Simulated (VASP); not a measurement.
**HfO2: relaxation of cell and atoms with r2SCAN**

The system is HfO2.

```
Hf O
1.0
     0.00000    2.52931    2.52931
     2.52931    0.00000    2.52931
     2.52931    2.52931    0.00000
Hf O
1 2
Direct
  0.00000 0.00000 0.00000
  0.75000 0.75000 0.75000
  0.25000 0.25000 0.25000
```

| Property | Result |
| --- | --- |
| Program | VASP 6.6.1 |
| Task | relaxation of cell and atoms |
| Functional | r2SCAN |
| Potentials or basis | VASP PAW PBE potentials, release 64 (Hf_pv, O) |
| Cutoff | 600 eV |
| k mesh | 8 × 8 × 8 |
| Occupations | gaussian, width 0.02 eV |
| Spin | no spin polarisation |
| Dipole correction | no |
| Further INCAR settings | ALGO = Normal; EDIFF = 1e-06; IBRION = 2; EDIFFG = -0.01; NSW = 100; ISIF = 3 |

- Relaxed volume: 10.62 Å³/atom
- Relaxed cell: a = 3.558 Å, b = 3.558 Å, c = 3.558 Å, α = 60.00°, β = 60.00°, γ = 60.00°
- Space group after relaxing (to 0.05 Å): Fm-3m (No. 225)
- Energy gained by relaxing: 2.3 meV/atom
- Ionic steps: 3
- Pressure after relaxing: -0.1 GPa
- Band gap on the k mesh: 4.36 eV, direct

Step by step:
| step | energy change (eV) | largest force (eV/Å) | pressure (GPa) | volume (Å³) |
| --- | --- | --- | --- | --- |
| 1 | 0.0000 | 0.0000 | -4.30 | 32.36 |
| 2 | 0.0126 | 0.0000 | 7.71 | 31.03 |
| 3 | -0.0068 | 0.0000 | -0.13 | 31.86 |

Final structure:
```
Hf O
1.0
     0.00000    2.51610    2.51610
     2.51610    0.00000    2.51610
     2.51610    2.51610    0.00000
Hf O
1 2
Direct
  0.00000 0.00000 0.00000
  0.75000 0.75000 0.75000
  0.25000 0.25000 0.25000
```

Levels at points of the mesh, in eV from the valence-band top:
```csv
k point,band 7,band 8,band 9,band 10,band 11,band 12,band 13,band 14,band 15
"(0.00, 0.00, 0.00)",-5.58,-5.58,-0.65,-0.65,-0.65,4.47,4.47,6.65,11.29
"(0.50, 0.00, 0.00)",-4.48,-3.10,-2.86,-1.92,-1.92,5.19,5.19,7.71,9.70
"(0.50, 0.50, 0.00)",-3.63,-3.63,-1.59,-1.59,0.00,4.36,6.14,7.39,8.88
```

Wall time 3.9 min on 1 thread of Intel(R) Xeon(R) Platinum 8259CL CPU @ 2.50GHz (Skylake/Cascade Lake), with other jobs on the host, peak memory 0.19 GiB.

Caveat: the PAW data sets were made with another functional, which shifts forces and pressure a little; spin-orbit coupling is left out, which moves the levels of the heavy elements. A k mesh can miss the band edges.
